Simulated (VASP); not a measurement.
# SrCl2 (Fm-3m) in VASP: settings compared

The runs below take SrCl2 through single point, with PBE-based screened hybrid with 5 % exact exchange, r2SCAN.

Program: VASP 6.6.1. These are calculated values, not measurements. Logs are shortened: lines on timing, memory, paths and dates and some standing lists are left out, and cuts for length are marked.

### 1 The cell of the first run

It takes space group Fm-3m (No. 225, cubic). Conventional cell: a = 6.995 Å, b = 6.995 Å, c = 6.995 Å, α = 90.00°, β = 90.00°, γ = 90.00°. Sr (site symmetry m-3m) has 8 Cl at 3.03 Å within 4.0 Å. Cl (site symmetry -43m) has 4 Sr at 3.03 Å and 6 Cl at 3.50 Å within 4.0 Å.

### 2 Single point, PBE-based screened hybrid with 5 % exact exchange

POSCAR

```
SrCl2
1.0
    0.0000000000      3.4977180853      3.4977180853
    3.4977180853      0.0000000000      3.4977180853
    3.4977180853      3.4977180853      0.0000000000
Sr Cl
1 2
Direct
    0.0000000000      0.0000000000      0.0000000000
    0.2500000000      0.2500000000      0.2500000000
    0.7500000000      0.7500000000      0.7500000000
```

INCAR.step1

```
SYSTEM = SrCl2
ALGO     = Normal         ! electronic algorithm
EDIFF    = 1E-5           ! SCF threshold, eV
ENCUT    = 520            ! plane-wave cutoff, eV
GGA      = PE             ! functional
ISIF     = 2              ! what is computed and relaxed
ISMEAR   = 0              ! smearing method
LASPH    = .True.         ! aspherical terms in the spheres
LREAL    = .False.        ! projectors in reciprocal space
LWAVE    = .True.         ! write WAVECAR
NBANDS   = 19             ! bands
NELM     = 60             ! most SCF steps
PREC     = Accurate       ! precision mode
SIGMA    = 0.01           ! smearing width, eV
```

INCAR.step2

```
SYSTEM = SrCl2
AEXX     = 0.05           ! exact-exchange fraction
ALGO     = Normal         ! electronic algorithm
EDIFF    = 1E-6           ! SCF threshold, eV
ENCUT    = 520            ! plane-wave cutoff, eV
GGA      = PE             ! functional
HFSCREEN = 0.2078         ! screening, 1/A
ISIF     = 2              ! what is computed and relaxed
ISMEAR   = 0              ! smearing method
ISTART   = 1            
LASPH    = .True.         ! aspherical terms in the spheres
LCHARG   = .True.         ! write CHGCAR
LELF     = .True.         ! ELF
LHFCALC  = .True.         ! exact exchange
LREAL    = .False.        ! projectors in reciprocal space
LVHAR    = .True.       
LWAVE    = .False.        ! write WAVECAR
NBANDS   = 19             ! bands
NELM     = 60             ! most SCF steps
PREC     = Accurate       ! precision mode
PRECFOCK = Normal       
SIGMA    = 0.01           ! smearing width, eV
```

KPOINTS

```
k-points
0
Gamma
  4 4 4
  0 0 0
```

Potentials or basis: VASP PAW PBE potentials, release 64 (Sr_sv, Cl).

Launch:

```
$ cat potpaw_PBE.64/Sr_sv/POTCAR potpaw_PBE.64/Cl/POTCAR > POTCAR
$ cp INCAR.step1 INCAR
$ mpirun -np 1 vasp_std > vasp.out
$ cp INCAR.step2 INCAR
$ mpirun -np 1 vasp_std > vasp.out
```

OUTCAR:

```text
SYSTEM = SrCl2
   AEXX = 0.05
   EDIFF = 1E-6
   ENCUT = 520
   GGA = PE
   HFSCREEN = 0.2078
   ISIF = 2
   ISMEAR = 0
   ISTART = 1
   LASPH = .True.
   LHFCALC = .True.
   LREAL = .False.
   NELM = 60
   PREC = Accurate
   PRECFOCK = Normal

 ion  position               nearest neighbor table
   1  0.000  0.000  0.000-   3 3.03   3 3.03   3 3.03   2 3.03   2 3.03   2 3.03   3 3.03   2 3.03

   2  0.250  0.250  0.250-   1 3.03   1 3.03   1 3.03   1 3.03
   3  0.750  0.750  0.750-   1 3.03   1 3.03   1 3.03   1 3.03

  LATTYP: Found a face centered cubic cell.
 ALAT       =     6.9954361706

  Lattice vectors:

 A1 = (   0.0000000000,   3.4977180853,   3.4977180853)
 A2 = (   3.4977180853,   0.0000000000,   3.4977180853)
 A3 = (   3.4977180853,   3.4977180853,   0.0000000000)

Analysis of symmetry for initial positions (statically):
=====================================================================
 Subroutine PRICEL returns:
 Original cell was already a primitive cell.

 Routine SETGRP: Setting up the symmetry group for a
 face centered cubic supercell.

 Subroutine GETGRP returns: Found 48 space group operations
 (whereof 48 operations were pure point group operations)
 out of a pool of 48 trial point group operations.

The static configuration has the point symmetry O_h .

Analysis of symmetry for dynamics (positions and initial velocities):
=====================================================================
 Subroutine PRICEL returns:
 Original cell was already a primitive cell.

 Routine SETGRP: Setting up the symmetry group for a
 face centered cubic supercell.

 Subroutine GETGRP returns: Found 48 space group operations
 (whereof 48 operations were pure point group operations)
 out of a pool of 48 trial point group operations.

The dynamic configuration has the point symmetry O_h .

 Subroutine INISYM returns: Found 48 space group operations
 (whereof 48 operations are pure point group operations),
 and found     1 'primitive' translations

----------------------------------------------------------------------------------------

                                     Primitive cell

  volume of cell :      85.5824

  direct lattice vectors                    reciprocal lattice vectors
     0.000000000  3.497718085  3.497718085    -0.142950343  0.142950343  0.142950343
     3.497718085  0.000000000  3.497718085     0.142950343 -0.142950343  0.142950343
     3.497718085  3.497718085  0.000000000     0.142950343  0.142950343 -0.142950343

  length of vectors
     4.946520354  4.946520354  4.946520354     0.247597257  0.247597257  0.247597257

  position of ions in fractional coordinates (direct lattice)
     0.000000000  0.000000000  0.000000000
     0.250000000  0.250000000  0.250000000
     0.750000000  0.750000000  0.750000000

  ion indices of the primitive-cell ions
   primitive index   ion index
                 1           1
                 2           2
                 3           3

----------------------------------------------------------------------------------------

 KPOINTS: k-points

Automatic generation of k-mesh.
 Grid dimensions read from file:
 generate k-points for:    4    4    4

 Generating k-lattice:

  Cartesian coordinates                     Fractional coordinates (reciprocal lattice)
    -0.035737586  0.035737586  0.035737586     0.250000000  0.000000000  0.000000000
     0.035737586 -0.035737586  0.035737586     0.000000000  0.250000000  0.000000000
     0.035737586  0.035737586 -0.035737586     0.000000000  0.000000000  0.250000000

  Length of vectors
     0.061899314  0.061899314  0.061899314

  Shift w.r.t. Gamma in fractional coordinates (k-lattice)
     0.000000000  0.000000000  0.000000000

 Subroutine IBZKPT returns following result:
 ===========================================

 Found      8 irreducible k-points:

 Following reciprocal coordinates:
            Coordinates               Weight
  0.000000  0.000000  0.000000      1.000000
  0.250000  0.000000  0.000000      8.000000
  0.500000  0.000000  0.000000      4.000000
  0.250000  0.250000  0.000000      6.000000
  0.500000  0.250000  0.000000     24.000000
 -0.250000  0.250000  0.000000     12.000000
  0.500000  0.500000  0.000000      3.000000
 -0.250000  0.500000  0.250000      6.000000
   k-points           NKPTS =      8   k-points in BZ     NKDIM =     64   number of bands    NBANDS=     19
   number of dos      NEDOS =    301   number of ions     NIONS =      3
   total plane-waves  NPLWV =  64000
   dimension x,y,z NGX =    40 NGY =   40 NGZ =   40
   dimension x,y,z NGXF=    80 NGYF=   80 NGZF=   80
   ions per type =               1   2
   NGX,Y,Z   is equivalent  to a cutoff of  13.44, 13.44, 13.44 a.u.
   NGXF,Y,Z  is equivalent  to a cutoff of  26.89, 26.89, 26.89 a.u.
 SYSTEM =  SrCl2
   PREC   = accura    normal or accurate (medium, high low for compatibility)
   ISTART =      1    job   : 0-new  1-cont  2-samecut
   ICHARG =      0    charge: 1-file 2-atom 10-const
   ISPIN  =      1    spin polarized calculation?
   LNONCOLLINEAR =      F non collinear calculations
   LSORBIT =      F    spin-orbit coupling
   LASPH  =      T    aspherical Exc in radial PAW
   ENCUT  =  520.0 eV  38.22 Ry    6.18 a.u.   9.20  9.20  9.20*2*pi/ulx,y,z
   NELM   =     60;   NELMIN=  2; NELMDL=  0     # of ELM steps
   EDIFF  = 0.1E-05   stopping-criterion for ELM
   LREAL  =      F    real-space projection
   EDIFFG = 0.1E-04   stopping-criterion for IOM
   NSW    =      0    number of steps for IOM
   IBRION =     -1    ionic relax: 0-MD 1-quasi-New 2-CG
   NFREE  =      0    steps in history (QN), initial steepest desc. (CG)
   ISIF   =      2    stress and relaxation
   ISYM   =      3    0-nonsym 1-usesym 2-fastsym
   POTIM  = 0.5000    time-step for ionic-motion
   TEBEG  =    0.0;   TEEND  =   0.0 temperature during run
   PSTRESS=    0.0 pullay stress
   NELECT =      24.0000    total number of electrons
   NUPDOWN=      -1.0000    fix difference up-down
   EMIN   =  10.00;   EMAX   =-10.00  energy-range for DOS
   EFERMI =   0.00;   METHOD = LEGACY
   ISMEAR =     0;   SIGMA  =   0.01  broadening in eV -4-tet -1-fermi 0-gaus
   EFERMI_NEDOS =   21; number of points for ismear=-14 and -15
   IALGO  =     38    algorithm
   IMIX   =      1    mixing-type and parameters
     AMIX     =   0.40;   BMIX     =  1.00
     AMIX_MAG =   1.60;   BMIX_MAG =  1.00
  volume/ion in A,a.u.               =      28.53       192.51
  Fermi-wavevector in a.u.,A,eV,Ry     =   1.071562  2.024958 15.622809  1.148244
  Thomas-Fermi vector in A             =   2.207306
   LORBIT       =      0    0 simple, 1 ext, 2 COOP (PROOUT), +10 PAW based schemes
   GGA     = PE    functional components
   LHFCALC =     T    Hartree Fock is set to
   PRECFOCK=normal    Normal, Fast or Accurate (Low or Medium for compatibility)
   ENCUT4O =  -1.0   cutoff for four orbital integrals eV
   NKREDX  =     1    reduce k-point grid by
   NKREDY  =     1    reduce k-point grid by
   NKREDZ  =     1    reduce k-point grid by
   AEXX    =    0.0500 exact exchange contribution
   HFSCREEN=    0.2078 screening length (either q_TF or 0.3 A-1)
   HFSCREENC=   0.2078 screening length for correlation (either q_TF or 0.3 A-1)
   ENCUTFOCK=  -1.0 apply spherical cutoff to Coloumb kernel
   IVDW    =     0    specifies the selected vdW correction
   LEPSILON=     F    determine dielectric tensor
   LRPA    =     F    only Hartree local field effects (RPA)
 non-spin polarized calculation
 Gauss-broadening in eV      SIGMA  =   0.01
  energy-cutoff  :      520.00
  volume of cell :       85.58
 maximum number of plane-waves:      2332
 NGX is ok and might be reduce to    40
  NGX = 28; NGY = 28; NGZ = 28

 number of electron      24.0000002 magnetization

 Free energy of the ion-electron system (eV)
  ---------------------------------------------------
  ext. energy  EPLUGINS =         0.00000000
  ---------------------------------------------------
  free energy    TOTEN  =       -13.18532968 eV

  energy without entropy =      -13.18532968  energy(sigma->0) =      -13.18532968

 E-fermi :  -0.0223     XC(G=0):  -7.9740

 val. band max:       -0.0817841630   @ k =   0.5000   0.5000   0.0000
 cond. band min:       5.4768603253   @ k =   0.0000   0.0000   0.0000
 fundamental gap:      5.5586444883
 Fermi energy:        -0.0223191679

 k-point     1 :       0.0000    0.0000    0.0000
  band No.  band energies     occupation
      1     -33.4130      2.00000
      2     -15.1462      2.00000
      3     -15.1462      2.00000
      4     -15.1462      2.00000
      5     -13.6136      2.00000
      6     -12.7650      2.00000
[... 11 lines left out ...]
     18       9.2052      0.00000
     19       9.5234      0.00000

 k-point     2 :       0.2500    0.0000    0.0000
  band No.  band energies     occupation
      1     -33.4114      2.00000
      2     -15.3117      2.00000
      3     -15.1532      2.00000
      4     -15.1532      2.00000
      5     -13.3351      2.00000
      6     -12.8634      2.00000
[... 11 lines left out ...]
     18       8.8303      0.00000
     19       9.7938      0.00000

 k-point     3 :       0.5000    0.0000    0.0000
  band No.  band energies     occupation
      1     -33.4099      2.00000
      2     -15.4352      2.00000
      3     -15.1602      2.00000
      4     -15.1602      2.00000
      5     -13.2151      2.00000
      6     -12.8331      2.00000
[... 11 lines left out ...]
     18       8.8247      0.00000
     19       8.9365      0.00000

 k-point     4 :       0.2500    0.2500    0.0000
  band No.  band energies     occupation
      1     -33.4109      2.00000
      2     -15.3496      2.00000
      3     -15.1628      2.00000
      4     -15.1628      2.00000
      5     -13.2143      2.00000
      6     -12.9211      2.00000
[... 11 lines left out ...]
     18       8.6659      0.00000
     19       9.2604      0.00000

 k-point     5 :       0.5000    0.2500    0.0000
  band No.  band energies     occupation
      1     -33.4093      2.00000
      2     -15.4134      2.00000
      3     -15.2384      2.00000
      4     -15.1698      2.00000
      5     -13.0507      2.00000
      6     -12.9164      2.00000
[... 11 lines left out ...]
     18       9.0863      0.00000
     19       9.8431      0.00000

 k-point     6 :      -0.2500    0.2500    0.0000
  band No.  band energies     occupation
      1     -33.4099      2.00000
      2     -15.3591      2.00000
      3     -15.2573      2.00000
      4     -15.1602      2.00000
      5     -13.0871      2.00000
      6     -12.9355      2.00000
[... 11 lines left out ...]
     18       8.7418      0.00000
     19      10.0775      0.00000

 k-point     7 :       0.5000    0.5000    0.0000
  band No.  band energies     occupation
      1     -33.4088      2.00000
      2     -15.4983      2.00000
      3     -15.1793      2.00000
      4     -15.1793      2.00000
      5     -13.0669      2.00000
      6     -12.8508      2.00000
[... 11 lines left out ...]
     18       8.8208      0.00000
     19      10.0842      0.00000

 k-point     8 :      -0.2500    0.5000    0.2500
  band No.  band energies     occupation
      1     -33.4088      2.00000
      2     -15.3483      2.00000
      3     -15.3483      2.00000
      4     -15.1797      2.00000
      5     -12.9495      2.00000
      6     -12.9495      2.00000
[... 11 lines left out ...]
     18       9.6633      0.00000
     19      10.8228      0.00000

------------------------ aborting loop because EDIFF is reached ----------------------------------------

  FORCE on cell =-STRESS in cart. coord.  units (eV):
  Direction    XX          YY          ZZ          XY          YZ          ZX
  --------------------------------------------------------------------------------------
  -------------------------------------------------------------------------------------
  Total        0.3531117      0.3531117      0.3531117     -0.0000000      0.0000000     -0.0000000
  in kB        6.6105606      6.6105606      6.6105606     -0.0000000      0.0000000     -0.0000000
  external PRESSURE =       6.6105606 kB  Pullay stress =       0.0000000 kB

 VOLUME and BASIS-vectors are now :
 -----------------------------------------------------------------------------
  energy-cutoff  :      520.00
  volume of cell :       85.58
      direct lattice vectors                 reciprocal lattice vectors
     0.000000000  3.497718085  3.497718085    -0.142950343  0.142950343  0.142950343
     3.497718085  0.000000000  3.497718085     0.142950343 -0.142950343  0.142950343
     3.497718085  3.497718085  0.000000000     0.142950343  0.142950343 -0.142950343

 POSITION                                       TOTAL-FORCE (eV/Angst)
 -----------------------------------------------------------------------------------
      0.00000      0.00000      0.00000        -0.000000     -0.000000     -0.000000
      1.74886      1.74886      1.74886         0.000000      0.000000      0.000000
      5.24658      5.24658      5.24658        -0.000000      0.000000     -0.000000
 -----------------------------------------------------------------------------------
    total drift:                                0.000000     -0.000000     -0.000000

  FREE ENERGIE OF THE ION-ELECTRON SYSTEM (eV)
  ---------------------------------------------------
  free  energy   TOTEN  =       -13.1853296763 eV

  energy  without entropy=      -13.1853296763  energy(sigma->0) =      -13.18532968
```

Wall time 22 min (1 thread of Intel Xeon 8259CL, shared host); peak memory 0.36 GiB.

Results:

```
Free energy            : -13.1853 eV
Pressure               : 0.7 GPa
Band gap on the k mesh : 5.56 eV (least direct gap 5.77 eV)
```

Caveat: the PAW data sets were made with another functional, which shifts forces and pressure a little. A k mesh can miss the band edges.

### 3 Single point, r2SCAN

POSCAR is that of step 2.

INCAR.step1

```
  PREC = Accurate
  ENCUT = 520
  ISMEAR = 0
  SIGMA = 0.01
  LREAL = False
  LASPH = True
  NELM = 80
  NBANDS = 19
  GGA = PE
  ALGO = Normal
  EDIFF = 1E-4
  LWAVE = True
  LCHARG = False
```

INCAR.step2

```
  PREC = Accurate
  ENCUT = 520
  EDIFF = 1E-6
  ISMEAR = 0
  SIGMA = 0.01
  LREAL = False
  LASPH = True
  NELM = 80
  ALGO = Normal
  ISIF = 2
  LWAVE = False
  LCHARG = True
  METAGGA = R2SCAN
  LMIXTAU = True
  LELF = True
  LVHAR = True
  NBANDS = 19
  ISTART = 1
```

KPOINTS

```
regular mesh
0
Gamma
  4 4 4
```

Potentials or basis: VASP PAW PBE potentials, release 64 (Sr_sv, Cl).

Launch:

```
$ cat potpaw_PBE.64/Sr_sv/POTCAR potpaw_PBE.64/Cl/POTCAR > POTCAR
$ cp INCAR.step1 INCAR
$ mpirun -np 1 vasp_std > vasp.out
$ cp INCAR.step2 INCAR
$ mpirun -np 1 vasp_std > vasp.out
```

It took 74 s on 1 thread of Intel Xeon Platinum 8259CL at 2.50GHz (Skylake/Cascade Lake), shared host; peak memory 0.25 GiB.

The run converged. Its results:

* Free energy: -35.6970 eV
* Pressure: 0.0 GPa
* Band gap on the k mesh: 5.94 eV (least direct gap 5.99 eV)

Levels at points of the mesh, in eV from the valence-band top:
| k point | band 9 | band 10 | band 11 | band 12 | band 13 | band 14 | band 15 | band 16 |
| --- | --- | --- | --- | --- | --- | --- | --- | --- |
| (0.00, 0.00, 0.00) | -2.12 | -0.35 | -0.35 | -0.35 | 5.94 | 6.69 | 6.69 | 9.61 |
| (0.50, 0.00, 0.00) | -1.47 | -1.33 | -1.06 | -1.06 | 7.29 | 7.29 | 8.22 | 8.23 |
| (0.50, 0.50, 0.00) | -1.90 | -0.39 | -0.39 | 0.00 | 5.99 | 7.77 | 8.20 | 8.68 |

Caveat: the PAW data sets were made with another functional, which shifts forces and pressure a little. A k mesh can miss the band edges.
